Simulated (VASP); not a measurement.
# MgO (P3m1) in VASP: notebook

The runs below take MgO through single point, with PBE.

All numbers are computed with VASP 6.6.1; they aren't measurements. Logs are shortened: lines on timing, memory, paths and dates and some standing lists are left out, and cuts for length are marked.

**1. The cell of the first run**

Symmetry: P3m1, No. 156, trigonal system. The conventional cell has a = 3.280 Å, b = 3.280 Å, c = 10.515 Å, α = 90.00°, β = 90.00°, γ = 120.00°. Mg (site symmetry 3m) has 4 O at 1.99 to 2.00 Å within 2.6 Å. Mg (site symmetry 3m) has 5 O at 1.99 to 2.59 Å within 2.6 Å. Mg (site symmetry 3m) has 3 O at 1.99 Å within 2.6 Å. Within 2.5 Å of Mg (site symmetry 3m) lie 4 O at 1.89 to 1.99 Å. Within 2.6 Å of O (site symmetry 3m) lie 4 Mg at 1.99 Å. Within 2.5 Å of O (site symmetry 3m) lie 3 Mg at 1.89 Å. Within 2.6 Å of O (site symmetry 3m) lie 4 Mg at 2.00 to 2.01 Å. Within 2.6 Å of O (site symmetry 3m) lie 4 Mg at 1.99 Å.

**2. Single point, PBE (atom 6 (O) moved by +0.000 Å along [1 0 0] and -0.660 Å along [0 0 1])**

INCAR reads:

```
PREC     = Accurate       # precision mode
ENCUT    = 520            # plane-wave cutoff, eV
EDIFF    = 1E-6           # SCF threshold, eV
ISMEAR   = 0              # smearing method
SIGMA    = 0.05           # smearing width, eV
LREAL    = False          # projectors in reciprocal space
LASPH    = True           # aspherical terms in the spheres
NELM     = 100            # most SCF steps
ALGO     = Normal         # electronic algorithm
ISIF     = 2              # what is computed and relaxed
LWAVE    = False          # write WAVECAR
LCHARG   = True           # write CHGCAR
GGA      = PE             # functional
LELF     = True           # ELF
LVHAR    = True         
NBANDS   = 26             # bands
```

KPOINTS reads:

```
regular mesh
0
Gamma
  9 9 2
```

POSCAR reads:

```
MgO
1.0
    3.2803754002      0.0000000000      0.0000000000
   -1.6401877001      2.8408884305      0.0000000000
    0.0000000000      0.0000000000     10.5147056238
Mg O
4 4
Direct
    0.3333333333      0.6666666667      0.9694791811
    0.0000000000      0.0000000000      0.2208070585
    0.0000000000      0.0000000000      0.7208070585
    0.6666666667      0.3333333333      0.4694791811
    0.3333333333      0.6666666667      0.7800540723
    0.0000000000      0.0000000000      0.4668886358
    0.0000000000      0.0000000000      0.0296578681
    0.6666666667      0.3333333333      0.2800540723
```

Potentials or basis: VASP PAW PBE potentials, release 64 (Mg, O).

Command:

```sh
cat potpaw_PBE.64/Mg/POTCAR potpaw_PBE.64/O/POTCAR > POTCAR
mpirun -np 1 vasp_std > vasp.out
```

OUTCAR:

```text
PREC = Accurate
   ENCUT = 520
   EDIFF = 1E-6
   ISMEAR = 0
   LREAL = False
   LASPH = True
   NELM = 100
   ISIF = 2
   GGA = PE

 ion  position               nearest neighbor table
   1  0.333  0.667  0.969-   5 1.99   7 2.00   7 2.00   7 2.00   3 3.23   3 3.23   3 3.23   2 3.25
                             2 3.25   2 3.25
   2  0.000  0.000  0.221-   8 1.99   8 1.99   8 1.99   7 2.01   6 2.59   4 3.23   4 3.23   4 3.23
                             1 3.25   1 3.25   1 3.25
   3  0.000  0.000  0.721-   5 1.99   5 1.99   5 1.99   6 2.67   1 3.23   1 3.23   1 3.23   4 3.25
                             4 3.25   4 3.25
   4  0.667  0.333  0.469-   6 1.89   6 1.89   6 1.89   8 1.99   2 3.23   2 3.23   2 3.23   3 3.25
                             3 3.25   3 3.25
   5  0.333  0.667  0.780-   1 1.99   3 1.99   3 1.99   3 1.99
   6  0.000  0.000  0.467-   4 1.89   4 1.89   4 1.89   2 2.59   3 2.67
   7  0.000  0.000  0.030-   1 2.00   1 2.00   1 2.00   2 2.01
   8  0.667  0.333  0.280-   4 1.99   2 1.99   2 1.99   2 1.99

  LATTYP: Found a hexagonal cell.
 ALAT       =     3.2803754002
 C/A-ratio  =     3.2053360793

  Lattice vectors:

 A1 = (   3.2803754002,   0.0000000000,   0.0000000000)
 A2 = (  -1.6401877001,   2.8408884305,   0.0000000000)
 A3 = (   0.0000000000,   0.0000000000,  10.5147056238)

Analysis of symmetry for initial positions (statically):
=====================================================================
 Subroutine PRICEL returns:
 Original cell was already a primitive cell.

 Routine SETGRP: Setting up the symmetry group for a
 hexagonal supercell.

 Subroutine GETGRP returns: Found  6 space group operations
 (whereof  6 operations were pure point group operations)
 out of a pool of 24 trial point group operations.

The static configuration has the point symmetry C_3v.

Analysis of symmetry for dynamics (positions and initial velocities):
=====================================================================
 Subroutine PRICEL returns:
 Original cell was already a primitive cell.

 Routine SETGRP: Setting up the symmetry group for a
 hexagonal supercell.

 Subroutine GETGRP returns: Found  6 space group operations
 (whereof  6 operations were pure point group operations)
 out of a pool of 24 trial point group operations.

The dynamic configuration has the point symmetry C_3v.

 Subroutine INISYM returns: Found  6 space group operations
 (whereof  6 operations are pure point group operations),
 and found     1 'primitive' translations

----------------------------------------------------------------------------------------

                                     Primitive cell

  volume of cell :      97.9884

  direct lattice vectors                    reciprocal lattice vectors
     3.280375400  0.000000000  0.000000000     0.304843159  0.176001280  0.000000000
    -1.640187700  2.840888431  0.000000000     0.000000000  0.352002560  0.000000000
     0.000000000  0.000000000 10.514705624     0.000000000  0.000000000  0.095104897

  length of vectors
     3.280375400  3.280375400 10.514705624     0.352002560  0.352002560  0.095104897

  position of ions in fractional coordinates (direct lattice)
     0.333333333  0.666666667  0.969479181
     0.000000000  0.000000000  0.220807059
     0.000000000  0.000000000  0.720807059
     0.666666667  0.333333333  0.469479181
     0.333333333  0.666666667  0.780054072
     0.000000000  0.000000000  0.466888636
     0.000000000  0.000000000  0.029657868
     0.666666667  0.333333333  0.280054072

  ion indices of the primitive-cell ions
   primitive index   ion index
                 1           1
                 2           2
                 3           3
                 4           4
                 5           5
                 6           6
                 7           7
                 8           8

----------------------------------------------------------------------------------------

 KPOINTS: regular mesh

Automatic generation of k-mesh.
 Grid dimensions read from file:
 generate k-points for:    9    9    2

 Generating k-lattice:

  Cartesian coordinates                     Fractional coordinates (reciprocal lattice)
     0.033871462  0.019555698  0.000000000     0.111111111  0.000000000  0.000000000
     0.000000000  0.039111396  0.000000000     0.000000000  0.111111111  0.000000000
     0.000000000  0.000000000  0.047552449     0.000000000  0.000000000  0.500000000

  Length of vectors
     0.039111396  0.039111396  0.047552449

  Shift w.r.t. Gamma in fractional coordinates (k-lattice)
     0.000000000  0.000000000  0.000000000

 Subroutine IBZKPT returns following result:
 ===========================================

 Found     24 irreducible k-points:

 Following reciprocal coordinates:
            Coordinates               Weight
  0.000000  0.000000  0.000000      1.000000
  0.111111  0.000000  0.000000      6.000000
  0.222222  0.000000  0.000000      6.000000
  0.333333  0.000000  0.000000      6.000000
  0.444444  0.000000  0.000000      6.000000
  0.111111  0.111111  0.000000      6.000000
[... 16 lines left out ...]
  0.333333  0.222222  0.500000     12.000000
  0.333333  0.333333  0.500000      2.000000
   k-points           NKPTS =     24   k-points in BZ     NKDIM =     24   number of bands    NBANDS=     26
   number of dos      NEDOS =    301   number of ions     NIONS =      8
   total plane-waves  NPLWV =  46080
   dimension x,y,z NGX =    24 NGY =   24 NGZ =   80
   dimension x,y,z NGXF=    48 NGYF=   48 NGZF=  160
   ions per type =               4   4
   NGX,Y,Z   is equivalent  to a cutoff of  12.16, 12.16, 12.65 a.u.
   NGXF,Y,Z  is equivalent  to a cutoff of  24.33, 24.33, 25.30 a.u.
 SYSTEM =  unknown system
   PREC   = accura    normal or accurate (medium, high low for compatibility)
   ISTART =      0    job   : 0-new  1-cont  2-samecut
   ICHARG =      2    charge: 1-file 2-atom 10-const
   ISPIN  =      1    spin polarized calculation?
   LNONCOLLINEAR =      F non collinear calculations
   LSORBIT =      F    spin-orbit coupling
   LASPH  =      T    aspherical Exc in radial PAW
   ENCUT  =  520.0 eV  38.22 Ry    6.18 a.u.   6.10  6.10 19.55*2*pi/ulx,y,z
   NELM   =    100;   NELMIN=  2; NELMDL= -5     # of ELM steps
   EDIFF  = 0.1E-05   stopping-criterion for ELM
   LREAL  =      F    real-space projection
   EDIFFG = 0.1E-04   stopping-criterion for IOM
   NSW    =      0    number of steps for IOM
   IBRION =     -1    ionic relax: 0-MD 1-quasi-New 2-CG
   NFREE  =      0    steps in history (QN), initial steepest desc. (CG)
   ISIF   =      2    stress and relaxation
   ISYM   =      2    0-nonsym 1-usesym 2-fastsym
   POTIM  = 0.5000    time-step for ionic-motion
   TEBEG  =    0.0;   TEEND  =   0.0 temperature during run
   PSTRESS=    0.0 pullay stress
   NELECT =      32.0000    total number of electrons
   NUPDOWN=      -1.0000    fix difference up-down
   EMIN   =  10.00;   EMAX   =-10.00  energy-range for DOS
   EFERMI =   0.00;   METHOD = LEGACY
   ISMEAR =     0;   SIGMA  =   0.05  broadening in eV -4-tet -1-fermi 0-gaus
   EFERMI_NEDOS =   21; number of points for ismear=-14 and -15
   IALGO  =     38    algorithm
   IMIX   =      4    mixing-type and parameters
     AMIX     =   0.40;   BMIX     =  1.00
     AMIX_MAG =   1.60;   BMIX_MAG =  1.00
  volume/ion in A,a.u.               =      12.25        82.66
  Fermi-wavevector in a.u.,A,eV,Ry     =   1.127370  2.130421 17.292509  1.270964
  Thomas-Fermi vector in A             =   2.264056
   LORBIT       =      0    0 simple, 1 ext, 2 COOP (PROOUT), +10 PAW based schemes
   GGA     = PE    functional components
   LHFCALC =     F    Hartree Fock is set to
   AEXX    =    0.0000 exact exchange contribution
   IVDW    =     0    specifies the selected vdW correction
   LEPSILON=     F    determine dielectric tensor
   LRPA    =     F    only Hartree local field effects (RPA)
 non-spin polarized calculation
 Gauss-broadening in eV      SIGMA  =   0.05
  energy-cutoff  :      520.00
  volume of cell :       97.99
 maximum number of plane-waves:      2688
   NGX = 13   NGY = 13   NGZ = 39

 number of electron      32.0000024 magnetization

 Free energy of the ion-electron system (eV)
  ---------------------------------------------------
  ext. energy  EPLUGINS =         0.00000000
  ---------------------------------------------------
  free energy    TOTEN  =       -45.18407439 eV

  energy without entropy =      -45.18407439  energy(sigma->0) =      -45.18407439

 E-fermi :   2.5189     XC(G=0):  -9.6217

 val. band max:        2.2036207109   @ k =   0.0000   0.0000   0.0000
 cond. band min:       3.0636699731   @ k =   0.0000   0.0000   0.0000
 fundamental gap:      0.8600492622
 Fermi energy:         2.5188706489

 k-point     1 :       0.0000    0.0000    0.0000
  band No.  band energies     occupation
      1     -16.3108      2.00000
      2     -14.9209      2.00000
      3     -14.7404      2.00000
      4     -13.0586      2.00000
      5      -3.0307      2.00000
      6      -1.1227      2.00000
[... 18 lines left out ...]
     25      14.4838      0.00000
     26      15.7000      0.00000

 k-point     2 :       0.1111    0.0000    0.0000
  band No.  band energies     occupation
      1     -16.2647      2.00000
      2     -14.8672      2.00000
      3     -14.6974      2.00000
      4     -13.0267      2.00000
      5      -2.9245      2.00000
      6      -1.5304      2.00000
[... 18 lines left out ...]
     25      14.0441      0.00000
     26      15.1312      0.00000

 k-point     3 :       0.2222    0.0000    0.0000
  band No.  band energies     occupation
      1     -16.1452      2.00000
      2     -14.7272      2.00000
      3     -14.5860      2.00000
      4     -12.9457      2.00000
      5      -2.6494      2.00000
      6      -2.2062      2.00000
[... 18 lines left out ...]
     25      13.6253      0.00000
     26      14.0176      0.00000

 k-point     4 :       0.3333    0.0000    0.0000
  band No.  band energies     occupation
      1     -16.0046      2.00000
      2     -14.5600      2.00000
      3     -14.4551      2.00000
      4     -12.8538      2.00000
      5      -2.8501      2.00000
      6      -2.3184      2.00000
[... 18 lines left out ...]
     25      13.0972      0.00000
     26      13.5609      0.00000
[... 496 lines left out ...]
      1     -15.9425      2.00000
      2     -14.4865      2.00000
      3     -14.3964      2.00000
      4     -12.8132      2.00000
      5      -2.8244      2.00000
      6      -2.1646      2.00000
[... 18 lines left out ...]
     25      12.7952      0.00000
     26      13.3632      0.00000

 k-point    23 :       0.3333    0.2222    0.5000
  band No.  band energies     occupation
      1     -15.8703      2.00000
      2     -14.3986      2.00000
      3     -14.3296      2.00000
      4     -12.7673      2.00000
      5      -2.9107      2.00000
      6      -2.0173      2.00000
[... 18 lines left out ...]
     25      12.5800      0.00000
     26      13.1945      0.00000

 k-point    24 :       0.3333    0.3333    0.5000
  band No.  band energies     occupation
      1     -15.8457      2.00000
      2     -14.3688      2.00000
      3     -14.3066      2.00000
      4     -12.7513      2.00000
      5      -2.5952      2.00000
      6      -2.4918      2.00000
[... 18 lines left out ...]
     25      12.6392      0.00000
     26      12.8754      0.00000

------------------------ aborting loop because EDIFF is reached ----------------------------------------

  FORCE on cell =-STRESS in cart. coord.  units (eV):
  Direction    XX          YY          ZZ          XY          YZ          ZX
  --------------------------------------------------------------------------------------
  -------------------------------------------------------------------------------------
  Total        3.0558469      3.0558469     -0.7897307     -0.0000000      0.0000000      0.0000000
  in kB       49.9651649     49.9651649    -12.9126311     -0.0000000      0.0000000      0.0000000
  external PRESSURE =      29.0058995 kB  Pullay stress =       0.0000000 kB

 VOLUME and BASIS-vectors are now :
 -----------------------------------------------------------------------------
  energy-cutoff  :      520.00
  volume of cell :       97.99
      direct lattice vectors                 reciprocal lattice vectors
     3.280375400  0.000000000  0.000000000     0.304843159  0.176001280  0.000000000
    -1.640187700  2.840888431  0.000000000     0.000000000  0.352002560  0.000000000
     0.000000000  0.000000000 10.514705624     0.000000000  0.000000000  0.095104897

 POSITION                                       TOTAL-FORCE (eV/Angst)
 -----------------------------------------------------------------------------------
     -0.00000      1.89393     10.19379        -0.000000     -0.000000      1.109609
      0.00000      0.00000      2.32172        -0.000000      0.000000      1.206995
      0.00000      0.00000      7.57907        -0.000000     -0.000000      0.058091
      1.64019      0.94696      4.93644         0.000000      0.000000     -2.616795
     -0.00000      1.89393      8.20204        -0.000000      0.000000     -1.048640
      0.00000      0.00000      4.90920        -0.000000      0.000000      4.000376
      0.00000      0.00000      0.31184        -0.000000      0.000000     -1.123559
      1.64019      0.94696      2.94469        -0.000000      0.000000     -1.586077
 -----------------------------------------------------------------------------------
    total drift:                                0.000004     -0.000003      0.001334

  FREE ENERGIE OF THE ION-ELECTRON SYSTEM (eV)
  ---------------------------------------------------
  free  energy   TOTEN  =       -45.1840743864 eV

  energy  without entropy=      -45.1840743864  energy(sigma->0) =      -45.18407439
```

Wall time 28 s (1 thread of Intel Xeon 6975P-C (Granite Rapids), shared host); peak memory 0.22 GiB.

What came out:

| Property | Result |
| --- | --- |
| Free energy | -45.1841 eV |
| Pressure | 2.9 GPa |
| Largest force | 4.000 eV/Å |
| Band gap on the k mesh | 0.86 eV, direct |

Forces in eV/Å, atoms in the order of the input:
```
Mg   0.000  0.000  1.110
Mg   0.000  0.000  1.207
Mg   0.000  0.000  0.058
Mg   0.000  0.000 -2.617
O    0.000  0.000 -1.049
O    0.000  0.000  4.000
O    0.000  0.000 -1.124
O    0.000  0.000 -1.586
```

Caveat: the cell differs from its parent crystal (atom 6 (O) moved by +0.000 Å along [1 0 0] and -0.660 Å along [0 0 1]); forces of over 1 eV/Å act on the atoms, so gaps and moduli don't describe the material at rest. A k mesh can miss the band edges.

**3. Single point, PBE (atom 6 (O) moved by +0.000 Å along [1 0 0] and +0.660 Å along [0 0 1])**

INCAR reads:

```
PREC = Accurate
ENCUT = 520
EDIFF = 1E-6
ISMEAR = 0
SIGMA = 0.05
LREAL = False
LASPH = True
NELM = 100
ALGO = Normal
ISIF = 2
LWAVE = False
LCHARG = False
GGA = PE
NBANDS = 26
```

KPOINTS is that of step 2.

Edit POSCAR of step 2 so:

```diff
@@ -13,3 +13,3 @@
     0.3333333333      0.6666666667      0.7800540723
-    0.0000000000      0.0000000000      0.4668886358
+    0.0000000000      0.0000000000      0.5924271004
     0.0000000000      0.0000000000      0.0296578681
```

Potentials or basis: VASP PAW PBE potentials, release 64 (Mg, O).

Command:

```sh
cat potpaw_PBE.64/Mg/POTCAR potpaw_PBE.64/O/POTCAR > POTCAR
mpirun -np 1 vasp_std > vasp.out
```

Run time: 27 s. Hardware: 1 thread of Intel Xeon 6975P-C (Granite Rapids), shared host; peak memory 0.21 GiB.

Results (log left out):

```
Free energy            : -39.5021 eV
Pressure               : 20.6 GPa
Largest force          : 36.071 eV/Å
Band gap on the k mesh : 0.75 eV, direct
```

Forces in eV/Å, atoms in the order of the input:
```
Mg    0.000   0.000  -1.166
Mg    0.000   0.000  -1.147
Mg    0.000   0.000  31.575
Mg    0.000   0.000   3.153
O     0.000   0.000   1.383
O     0.000   0.000 -36.071
O     0.000   0.000   1.178
O     0.000   0.000   1.094
```

Stress tensor (GPa, compression positive):
```
-0.60  0.00  0.00
 0.00 -0.60  0.00
 0.00  0.00 63.13
```

Levels at points of the mesh, in eV from the valence-band top:
```tsv
k point	band 12	band 13	band 14	band 15	band 16	band 17	band 18	band 19	band 20	band 21
(0.00, 0.00, 0.00)	-1.71	-1.71	-1.07	0.00	0.00	0.75	3.58	4.48	7.05	7.52
(0.00, 0.00, 0.50)	-1.70	-1.70	-1.35	0.00	0.00	1.07	3.01	5.52	5.79	8.55
```

Caveat: the cell differs from its parent crystal (atom 6 (O) moved by +0.000 Å along [1 0 0] and +0.660 Å along [0 0 1]); forces of over 1 eV/Å act on the atoms, so gaps and moduli don't describe the material at rest. A k mesh can miss the band edges.

**4. Single point, PBE (atom 6 (O) moved by +0.000 Å along [1 0 0] and -0.440 Å along [0 0 1])**

INCAR reads:

```
SYSTEM = MgO
PREC     = Accurate       ! precision mode
ENCUT    = 520            ! plane-wave cutoff, eV
EDIFF    = 1E-6           ! SCF threshold, eV
ISMEAR   = 0              ! smearing method
SIGMA    = 0.05           ! smearing width, eV
LREAL    = .FALSE.        ! projectors in reciprocal space
LASPH    = .TRUE.         ! aspherical terms in the spheres
NELM     = 100            ! most SCF steps
ALGO     = Normal         ! electronic algorithm
ISIF     = 2              ! what is computed and relaxed
LWAVE    = .FALSE.        ! write WAVECAR
LCHARG   = .TRUE.         ! write CHGCAR
GGA      = PE             ! functional
LELF     = .TRUE.         ! ELF
LVHAR    = .TRUE.       
NBANDS   = 26             ! bands
```

KPOINTS reads:

```
Automatic mesh
0
G
  9 9 2
  0 0 0
```

Edit POSCAR of step 3 so:

```diff
@@ -13,3 +13,3 @@
     0.3333333333      0.6666666667      0.7800540723
-    0.0000000000      0.0000000000      0.5924271004
+    0.0000000000      0.0000000000      0.4878117132
     0.0000000000      0.0000000000      0.0296578681
```

Command:

```sh
cat potpaw_PBE.64/Mg/POTCAR potpaw_PBE.64/O/POTCAR > POTCAR
mpirun -np 1 vasp_std > vasp.out
```

Run time: 29 s. Hardware: 1 thread of Intel Xeon 6975P-C (Granite Rapids), shared host; peak memory 0.21 GiB.

It converged, with:

```
Free energy            : -46.0091 eV
Pressure               : 1.6 GPa
Largest force          : 3.431 eV/Å
Band gap on the k mesh : 1.76 eV, direct
```

Forces on the atoms (eV/Å):
```
Mg   0.000  0.000  0.842
Mg   0.000  0.000  0.896
Mg   0.000  0.000 -0.307
Mg   0.000  0.000 -2.169
O    0.000  0.000 -0.824
O    0.000  0.000  3.431
O    0.000  0.000 -0.856
O    0.000  0.000 -1.013
```

Stress tensor (GPa, compression positive):
```
 3.42  0.00  0.00
 0.00  3.42  0.00
 0.00  0.00 -2.04
```

Levels at points of the mesh, in eV from the valence-band top:
```csv
k point,band 14,band 15,band 16,band 17,band 18,band 19
"(0.00, 0.00, 0.00)",-0.58,0.00,0.00,1.76,4.39,5.16
"(0.00, 0.00, 0.50)",-1.02,0.00,0.00,2.22,3.62,6.10
```

Caveat: the cell differs from its parent crystal (atom 6 (O) moved by +0.000 Å along [1 0 0] and -0.440 Å along [0 0 1]); forces of over 1 eV/Å act on the atoms, so gaps and moduli don't describe the material at rest. A k mesh can miss the band edges.

[end of part 1 of 2]
